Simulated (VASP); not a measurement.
Here is a VASP 6.6.1 calculation.

The input INCAR:

```
PREC = Accurate
ENCUT = 520
EDIFF = 1E-6
ISMEAR = 0
SIGMA = 0.05
LREAL = False
LASPH = True
NELM = 100
ALGO = Normal
ISIF = 2
LWAVE = False
LCHARG = False
GGA = PS
NBANDS = 11
```

The input KPOINTS:

```
regular mesh
0
Gamma
  10 10 10
```

The input POSCAR:

```
MgO
1.0
    0.0000000000      2.1075959641      2.1075959641
    2.1075959641      0.0000000000      2.1075959641
    2.1075959641      2.1075959641      0.0000000000
Mg O
1 1
Direct
   -0.0126180202      0.0126180202      0.0252360405
    0.5191687594      0.4808312406      0.4616624812
```

Potentials or basis: VASP PAW PBE potentials, release 64 (Mg, O).

Command:

```sh
$ cat potpaw_PBE.64/Mg/POTCAR potpaw_PBE.64/O/POTCAR > POTCAR
$ mpirun -np 1 vasp_std > vasp.out
```

Question: What does it give for the band gap on the k mesh?

Answer: 4.60 eV, direct.

Question: Predict the pressure.

Answer: 4.1 GPa.

Question: What does it give for the largest force?

Answer: 1.419 eV/Å.

Stress tensor (GPa, compression positive):
```
13.57 -0.93  0.00
-0.93  0.09  0.00
 0.00  0.00 -1.44
```

Caveat: the cell differs from its parent crystal (mode 4 frozen in at -0.121 Å and mode 5 at -0.040 Å (largest displacements)); the PAW data sets were made with another functional, which shifts forces and pressure a little.
